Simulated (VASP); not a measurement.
# O (Im-3m) in VASP: a series of runs

Runs on O. Level: PBE. Tasks: single point.

Program: VASP 6.6.1. These are calculated values, not measurements. Logs are shortened: lines on timing, memory, paths and dates and some standing lists are left out, and cuts for length are marked.

## Step 1: The cell of the first run

The structure is cubic, space group Im-3m (No. 229). The conventional cell has a = 2.506 Å, b = 2.506 Å, c = 2.506 Å, α = 90.00°, β = 90.00°, γ = 90.00°. Within 2.9 Å of O (site symmetry m-3m) lie 14 O at 2.17 to 2.51 Å.

## Step 2: Single point, PBE

INCAR reads:

```
PREC = Accurate
ENCUT = 520
EDIFF = 1E-7
ISMEAR = -1
SIGMA = 0.08
LREAL = False
LASPH = True
NELM = 100
ALGO = Normal
ISIF = 2
LWAVE = False
LCHARG = False
GGA = PE
NBANDS = 9
```

KPOINTS reads:

```
regular mesh
0
Gamma
  19 19 19
```

POSCAR reads:

```
O
1.0
   -1.2528016625      1.2528016625      1.2528016625
    1.2528016625     -1.2528016625      1.2528016625
    1.2528016625      1.2528016625     -1.2528016625
O
1
Direct
    0.0000000000      0.0000000000      0.0000000000
```

Potentials or basis: VASP PAW PBE potentials, release 64 (O).

Started as:

```console
> cat potpaw_PBE.64/O/POTCAR > POTCAR
> mpirun -np 1 vasp_std > vasp.out
```

OUTCAR:

```text
PREC = Accurate
   ENCUT = 520
   EDIFF = 1E-7
   ISMEAR = -1
   LREAL = False
   LASPH = True
   NELM = 100
   ISIF = 2
   GGA = PE

 ion  position               nearest neighbor table
   1  0.000  0.000  0.000-

  LATTYP: Found a body centered cubic cell.
 ALAT       =     2.5056033250

  Lattice vectors:

 A1 = (  -1.2528016625,   1.2528016625,   1.2528016625)
 A2 = (   1.2528016625,  -1.2528016625,   1.2528016625)
 A3 = (   1.2528016625,   1.2528016625,  -1.2528016625)

Analysis of symmetry for initial positions (statically):
=====================================================================
 Subroutine PRICEL returns:
 Original cell was already a primitive cell.

 Routine SETGRP: Setting up the symmetry group for a
 body centered cubic supercell.

 Subroutine GETGRP returns: Found 48 space group operations
 (whereof 48 operations were pure point group operations)
 out of a pool of 48 trial point group operations.

The static configuration has the point symmetry O_h .

Analysis of symmetry for dynamics (positions and initial velocities):
=====================================================================
 Subroutine PRICEL returns:
 Original cell was already a primitive cell.

 Routine SETGRP: Setting up the symmetry group for a
 body centered cubic supercell.

 Subroutine GETGRP returns: Found 48 space group operations
 (whereof 48 operations were pure point group operations)
 out of a pool of 48 trial point group operations.

The dynamic configuration has the point symmetry O_h .

 Subroutine INISYM returns: Found 48 space group operations
 (whereof 48 operations are pure point group operations),
 and found     1 'primitive' translations

----------------------------------------------------------------------------------------

                                     Primitive cell

  volume of cell :       7.8651

  direct lattice vectors                    reciprocal lattice vectors
    -1.252801663  1.252801663  1.252801663     0.000000000  0.399105473  0.399105473
     1.252801663 -1.252801663  1.252801663     0.399105473  0.000000000  0.399105473
     1.252801663  1.252801663 -1.252801663     0.399105473  0.399105473  0.000000000

  length of vectors
     2.169916131  2.169916131  2.169916131     0.564420373  0.564420373  0.564420373

  position of ions in fractional coordinates (direct lattice)
     0.000000000  0.000000000  0.000000000

  ion indices of the primitive-cell ions
   primitive index   ion index
                 1           1

----------------------------------------------------------------------------------------

 KPOINTS: regular mesh

Automatic generation of k-mesh.
 Grid dimensions read from file:
 generate k-points for:   19   19   19

 Generating k-lattice:

  Cartesian coordinates                     Fractional coordinates (reciprocal lattice)
     0.000000000  0.021005551  0.021005551     0.052631579  0.000000000  0.000000000
     0.021005551  0.000000000  0.021005551     0.000000000  0.052631579  0.000000000
     0.021005551  0.021005551  0.000000000     0.000000000  0.000000000  0.052631579

  Length of vectors
     0.029706335  0.029706335  0.029706335

  Shift w.r.t. Gamma in fractional coordinates (k-lattice)
     0.000000000  0.000000000  0.000000000

 Subroutine IBZKPT returns following result:
 ===========================================

 Found    220 irreducible k-points:

 Following reciprocal coordinates:
            Coordinates               Weight
  0.000000  0.000000  0.000000      1.000000
  0.052632  0.000000  0.000000     12.000000
  0.105263  0.000000  0.000000     12.000000
  0.157895  0.000000  0.000000     12.000000
  0.210526  0.000000  0.000000     12.000000
  0.263158  0.000000  0.000000     12.000000
[... 16 lines left out ...]
  0.263158  0.105263  0.000000     48.000000
  0.315789  0.105263 -0.000000     48.000000
 [... further k-points ...]
   k-points           NKPTS =    220   k-points in BZ     NKDIM =    220   number of bands    NBANDS=      9
   number of dos      NEDOS =    301   number of ions     NIONS =      1
   total plane-waves  NPLWV =   4096
   dimension x,y,z NGX =    16 NGY =   16 NGZ =   16
   dimension x,y,z NGXF=    32 NGYF=   32 NGZF=   32
   ions per type =               1
   NGX,Y,Z   is equivalent  to a cutoff of  12.26, 12.26, 12.26 a.u.
   NGXF,Y,Z  is equivalent  to a cutoff of  24.52, 24.52, 24.52 a.u.
 SYSTEM =  unknown system
   PREC   = accura    normal or accurate (medium, high low for compatibility)
   ISTART =      0    job   : 0-new  1-cont  2-samecut
   ICHARG =      2    charge: 1-file 2-atom 10-const
   ISPIN  =      1    spin polarized calculation?
   LNONCOLLINEAR =      F non collinear calculations
   LSORBIT =      F    spin-orbit coupling
   LASPH  =      T    aspherical Exc in radial PAW
   ENCUT  =  520.0 eV  38.22 Ry    6.18 a.u.   4.03  4.03  4.03*2*pi/ulx,y,z
   NELM   =    100;   NELMIN=  2; NELMDL= -5     # of ELM steps
   EDIFF  = 0.1E-06   stopping-criterion for ELM
   LREAL  =      F    real-space projection
   EDIFFG = 0.1E-05   stopping-criterion for IOM
   NSW    =      0    number of steps for IOM
   IBRION =     -1    ionic relax: 0-MD 1-quasi-New 2-CG
   NFREE  =      0    steps in history (QN), initial steepest desc. (CG)
   ISIF   =      2    stress and relaxation
   ISYM   =      2    0-nonsym 1-usesym 2-fastsym
   POTIM  = 0.5000    time-step for ionic-motion
   TEBEG  =    0.0;   TEEND  =   0.0 temperature during run
   PSTRESS=    0.0 pullay stress
   NELECT =       6.0000    total number of electrons
   NUPDOWN=      -1.0000    fix difference up-down
   EMIN   =  10.00;   EMAX   =-10.00  energy-range for DOS
   EFERMI =   0.00;   METHOD = LEGACY
   ISMEAR =    -1;   SIGMA  =   0.08  broadening in eV -4-tet -1-fermi 0-gaus
   EFERMI_NEDOS =   21; number of points for ismear=-14 and -15
   IALGO  =     38    algorithm
   IMIX   =      4    mixing-type and parameters
     AMIX     =   0.40;   BMIX     =  1.00
     AMIX_MAG =   1.60;   BMIX_MAG =  1.00
  volume/ion in A,a.u.               =       7.87        53.08
  Fermi-wavevector in a.u.,A,eV,Ry     =   1.495855  2.826757 30.444168  2.237583
  Thomas-Fermi vector in A             =   2.607947
   LORBIT       =      0    0 simple, 1 ext, 2 COOP (PROOUT), +10 PAW based schemes
   GGA     = PE    functional components
[... 5 lines left out ...]
 non-spin polarized calculation
  energy-cutoff  :      520.00
  volume of cell :        7.87
 maximum number of plane-waves:       236
   NGX =  7   NGY =  7   NGZ =  7

 number of electron       6.0000002 magnetization

 Free energy of the ion-electron system (eV)
  ---------------------------------------------------
  ext. energy  EPLUGINS =         0.00000000
  ---------------------------------------------------
  free energy    TOTEN  =        -2.48507178 eV

  energy without entropy =       -2.46802566  energy(sigma->0) =       -2.47654872

 E-fermi :   2.1719     XC(G=0): -12.1564

 val. band max:        2.1621964790   @ k =   0.3158   0.1579   0.1053
 cond. band min:       2.1818822661   @ k =  -0.3684   0.3684   0.0526
 fundamental gap:      0.0196857871
 Fermi energy:         2.1719109946

 k-point     1 :       0.0000    0.0000    0.0000
  band No.  band energies     occupation
      1     -19.1400      2.00000
      2       3.9844      0.00000
      3       3.9844      0.00000
      4       3.9844      0.00000
      5      20.6745      0.00000
      6      38.2786      0.00000
      7      38.2786      0.00000
      8      38.2786      0.00000
      9      42.1503      0.00000

 k-point     2 :       0.0526    0.0000    0.0000
  band No.  band energies     occupation
      1     -19.0549      2.00000
      2       3.7643      0.00000
      3       3.9225      0.00000
      4       3.9754      0.00000
      5      20.8348      0.00000
      6      37.4108      0.00000
      7      37.5320      0.00000
      8      38.5324      0.00000
      9      40.8500      0.00000

 k-point     3 :       0.1053    0.0000    0.0000
  band No.  band energies     occupation
      1     -18.8013      2.00000
      2       3.1372      0.00001
      3       3.7468      0.00000
      4       3.9494      0.00000
      5      21.2760      0.00000
      6      35.0228      0.00000
      7      36.0248      0.00000
      8      39.2807      0.00000
      9      40.3992      0.00000

 k-point     4 :       0.1579    0.0000    0.0000
  band No.  band energies     occupation
      1     -18.3875      2.00000
      2       2.1828      0.93192
      3       3.4829      0.00000
      4       3.9086      0.00000
      5      21.8925      0.00000
      6      32.4916      0.00000
      7      34.4415      0.00000
      8      39.5939      0.00000
      9      40.4828      0.00000
[... 205 lines left out ...]
 k-point    22 :       0.2105    0.1053   -0.0000
  band No.  band energies     occupation
      1     -16.9340      2.00000
      2      -0.4452      2.00000
      3       2.6007      0.00936
      4       3.5445      0.00000
      5      23.3897      0.00000
      6      28.4702      0.00000
      7      30.9063      0.00000
      8      39.2217      0.00000
      9      44.1407      0.00000

 k-point    23 :       0.2632    0.1053    0.0000
  band No.  band energies     occupation
      1     -16.1998      2.00000
      2      -1.6366      2.00000
      3       2.1959      0.85147
      4       3.4668      0.00000
      5      23.5472      0.00000
      6      27.7012      0.00000
      7      30.1212      0.00000
      8      39.3815      0.00000
      9      45.7249      0.00000

 k-point    24 :       0.3158    0.1053   -0.0000
  band No.  band energies     occupation
      1     -15.4645      2.00000
      2      -2.7583      2.00000
      3       1.8587      1.96092
      4       3.4005      0.00000
      5      23.3007      0.00000
      6      27.6033      0.00000
      7      29.5238      0.00000
      8      39.6226      0.00000
      9      46.9455      0.00000

 [... further k-points ...]

------------------------ aborting loop because EDIFF is reached ----------------------------------------

  FORCE on cell =-STRESS in cart. coord.  units (eV):
  Direction    XX          YY          ZZ          XY          YZ          ZX
  --------------------------------------------------------------------------------------
  -------------------------------------------------------------------------------------
  Total       -0.1000914     -0.1000914     -0.1000914     -0.0000000      0.0000000      0.0000000
  in kB      -20.3892069    -20.3892069    -20.3892069     -0.0000000      0.0000000      0.0000000
  external PRESSURE =     -20.3892069 kB  Pullay stress =       0.0000000 kB

 VOLUME and BASIS-vectors are now :
 -----------------------------------------------------------------------------
  energy-cutoff  :      520.00
  volume of cell :        7.87
      direct lattice vectors                 reciprocal lattice vectors
    -1.252801663  1.252801663  1.252801663     0.000000000  0.399105473  0.399105473
     1.252801663 -1.252801663  1.252801663     0.399105473  0.000000000  0.399105473
     1.252801663  1.252801663 -1.252801663     0.399105473  0.399105473  0.000000000

 POSITION                                       TOTAL-FORCE (eV/Angst)
 -----------------------------------------------------------------------------------
      0.00000      0.00000      0.00000         0.000000     -0.000000      0.000000
 -----------------------------------------------------------------------------------
    total drift:                                0.000000      0.000000     -0.000000

  FREE ENERGIE OF THE ION-ELECTRON SYSTEM (eV)
  ---------------------------------------------------
  free  energy   TOTEN  =        -2.4850717768 eV

  energy  without entropy=       -2.4680256605  energy(sigma->0) =       -2.47654872
```

Wall time 6.5 s (1 thread of Intel Xeon Platinum 8259CL at 2.50GHz (Skylake/Cascade Lake), shared host); peak memory 0.12 GiB.

Results:

- Free energy: -2.4851 eV
- Pressure: -2.0 GPa
- Band gap on the k mesh: zero (bands 3 and 4 overlap by 4.75 eV)

## Step 3: Single point, PBE

INCAR reads:

```
SYSTEM = O
PREC = Accurate ; ENCUT = 520
EDIFF = 1E-6 ; ISMEAR = -1
SIGMA = 0.08 ; LREAL = .FALSE.
LASPH = .TRUE. ; NELM = 100
ALGO = Normal ; ISIF = 2
LWAVE = .FALSE. ; LCHARG = .FALSE.
GGA = PE ; NBANDS = 9
```

KPOINTS reads:

```
regular mesh
0
G
  19 19 19
  0 0 0
```

POSCAR reads:

```
O
1.0
   -1.2526940788      1.2526940788      1.2526940788
    1.2526940788     -1.2526940788      1.2526940788
    1.2526940788      1.2526940788     -1.2526940788
O
1
Direct
    0.0000000000      0.0000000000      0.0000000000
```

Potentials or basis: VASP PAW PBE potentials, release 64 (O).

Started as:

```console
> cat potpaw_PBE.64/O/POTCAR > POTCAR
> mpirun -np 1 vasp_std > vasp.out
```

Run time: 8.5 s. Hardware: 1 thread of Intel Xeon Platinum 8259CL at 2.50GHz (Skylake/Cascade Lake), shared host; peak memory 0.12 GiB.

Results (log left out):

| Property | Result |
| --- | --- |
| Free energy | -2.4851 eV |
| Pressure | -2.0 GPa |
| Band gap on the k mesh | zero (bands 3 and 4 overlap by 4.75 eV) |

Levels at points of the mesh, in eV from the Fermi level:
```csv
k point,band 1,band 2,band 3,band 4,band 5,band 6
"(0.00, 0.00, 0.00)",-21.31,1.81,1.81,1.81,18.51,36.11
```
